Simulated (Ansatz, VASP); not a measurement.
# One calculation of HfN, two programs

Contents of INCAR:

```
SYSTEM = HfN
ALGO     = Normal         ! electronic algorithm
EDIFF    = 1E-6           ! SCF threshold, eV
ENCUT    = 520            ! plane-wave cutoff, eV
GGA      = PE             ! functional
ISIF     = 2              ! what is computed and relaxed
ISMEAR   = -1             ! smearing method
LASPH    = .TRUE.         ! aspherical terms in the spheres
LCHARG   = .FALSE.        ! write CHGCAR
LREAL    = .FALSE.        ! projectors in reciprocal space
LWAVE    = .FALSE.        ! write WAVECAR
NBANDS   = 14             ! bands
NELM     = 100            ! most SCF steps
PREC     = Accurate       ! precision mode
SIGMA    = 0.08           ! smearing width, eV
```

File KPOINTS:

```
k-points
0
G
  14 14 14
  0 0 0
```

Contents of POSCAR:

```
HfN
1.0
    0.0000000000      2.0138118368      2.0138118368
    2.0138118368      0.0000000000      2.0138118368
    2.0138118368      2.0138118368      0.0000000000
Hf N
1 1
Direct
    0.0000000000      0.0000000000      0.0000000000
    0.2500000000      0.2500000000      0.2500000000
```

Input for Ansatz:

```yaml
crystal:
  lattice:
    - [0.0, 2.0138118368, 2.0138118368]
    - [2.0138118368, 0.0, 2.0138118368]
    - [2.0138118368, 2.0138118368, 0.0]
  atoms:
    - { symbol: Hf, position: [0.0, 0.0, 0.0] }
    - { symbol: "N", position: [0.25, 0.25, 0.25] }
kpoints:
  mp_grid: { grid: [14, 14, 14] }
scf:
  occupations: { method: fermi_dirac, width: 0.08 }
hamiltonian:
  xc: pbe
  pseudopotentials: { kind: all_electron, lapw: { basis_error: 0.001 } }
output:
  forces: true
  stress: true
  eigenvalues: true
  populations: true
```

Change from the starting cell: volume scaled by 0.55, LAPW.

Alike in both runs: task single point; functional PBE; k mesh 14 × 14 × 14; occupations fermi-dirac, width 0.08 eV; no spin polarisation.

|  | VASP | Ansatz |
| --- | --- | --- |
| version | VASP 6.6.1 | Ansatz 0.2.0 |
| potentials or method | VASP PAW PBE potentials, release 64 (Hf_pv, N), cutoff 520 eV | all-electron LAPW, scalar-relativistic |

Ansatz gave:

```
pressure (GPa) : 364.3
```

**Question.** Which values does VASP return?

**Answer.** Pressure (GPa): 372.9.

Both programs put the cell under a high pressure, so it lies far from rest at this level. Ansatz ran all-electron here, and VASP with PAW potentials.

Spin-orbit coupling is off throughout. Noted on VASP's run: the cell as given lies far from equilibrium.
